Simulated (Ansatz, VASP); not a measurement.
C: VASP beside Ansatz

```xyz
2
Lattice="0.0000 1.7857 1.7857 1.7857 0.0000 1.7857 1.7857 1.7857 0.0000" Properties=species:S:1:pos:R:3 pbc="T T T"
C     0.0000    0.0000    0.0000
C     0.8929    0.8929    0.8929
```

Alike in both runs: functional PBE; k mesh 12 × 12 × 12; occupations tetrahedron; no spin polarisation.

Ansatz relaxed the structure, and its values are those at the end. VASP's run is a single point on that final structure, the one shown.

|  | VASP | Ansatz |
| --- | --- | --- |
| version | VASP 6.6.1 | Ansatz 0.2.0 |
| potentials or method | VASP PAW PBE potentials, release 64 (C), cutoff 600 eV | scalar-relativistic, plane waves, PAW |
| valence electrons in the cell | 8 | 8 |

Ansatz gave:

* gap on the k mesh at the Fermi level (eV): 4.15
* pressure (GPa): 0.0

**Question.** Estimate VASP's values.

**Answer.** gap on the k mesh at the Fermi level (eV): 4.14; pressure (GPa): 0.0.

Ansatz's warnings: band table not solved further, forces under tetrahedra, tetrahedron derivatives may miss energy slope.
